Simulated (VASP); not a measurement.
Runs of VASP 6.6.1 on AlN. The structure is that of space group P3m1 (No. 156), or close to it. The cells are those of the table. 

| cell | gap on the mesh (eV) | pressure (GPa) | largest force (eV/Å) |
| --- | --- | --- | --- |
| a = 3.114, b = 3.114, c = 10.667 Å, angles 90.0, 90.0, 60.0°, 8 atoms | 2.02 | -4.6 | 1.81 |
| a = 3.114, b = 3.114, c = 11.167 Å, angles 90.0, 90.0, 60.0°, 8 atoms | (c) | (a) | 2.25 |
| a = 3.114, b = 3.114, c = 9.667 Å, angles 90.0, 90.0, 60.0°, 8 atoms | (b) | 10.5 | 8.27 |
| a = 3.114, b = 3.114, c = 10.267 Å, angles 90.0, 90.0, 60.0°, 8 atoms | 3.51 | -3.5 | 1.82 |
| a = 3.114, b = 3.114, c = 13.167 Å, angles 90.0, 90.0, 60.0°, 8 atoms | none | -1.2 | 2.05 |
| a = 3.114, b = 3.114, c = 11.967 Å, angles 90.0, 90.0, 60.0°, 8 atoms | none | -2.4 | 2.37 |

Alike in all rows: task single point; level PBEsol; potentials or basis VASP PAW PBE potentials, release 64 (Al, N); no spin polarisation; k mesh 8 × 8 × 3; cutoff (eV) 520; smearing gaussian 0.05 eV.

Task: Fill in the values left out.

Result: (a) -4.0; (b) 4.31; (c) 0.47.

Caveats: the PAW data sets were made with another functional, which shifts forces and pressure a little.

A k mesh can miss the band edges.

A gap of «none» marks levels without a gap at the run's occupations.
